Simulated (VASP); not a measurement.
Al6N5 (a cell with a defect), 11 atoms in the cell. The cell holds a defect, 11 atoms: a = 5.295 Å, b = 5.295 Å, c = 5.295 Å, α = 65.36°, β = 65.36°, γ = 65.36°.  This cell differs from its parent crystal: atoms taken out, atom 9 moved 0.125 of the way to it and +0.175 Å across, host rigid.

| Quantity | Value |
| --- | --- |
| Program | VASP 6.6.1 |
| Task | single point |
| Functional | PBEsol |
| Potentials or basis | VASP PAW PBE potentials, release 64 (Al, N) |
| Cutoff | 520 eV |
| k mesh | 6 × 6 × 6 |
| Occupations | gaussian, width 0.05 eV |
| Spin | no spin polarisation |
| Dipole correction | no |
| Charge | 3 |
| Further INCAR settings | ALGO = Normal; EDIFF = 1e-06; NBANDS = 32; NELECT = 40.0 |

Potentials or basis: VASP PAW PBE potentials, release 64 (Al, N).

Command:

```bash
$ cat potpaw_PBE.64/Al/POTCAR potpaw_PBE.64/N/POTCAR > POTCAR
$ mpirun -np 1 vasp_std > vasp.out
```

Hardware: 1 thread of AMD EPYC 9R45 96-Core Processor (Zen 5) (shared host).

Task: How long does it take, and how much memory?

Result: Wall time 4.7 min on 1 thread of AMD EPYC 9R45 96-Core Processor (Zen 5), on a shared host, peak memory 0.41 GiB. Counts: scf iterations 15, k points 112.
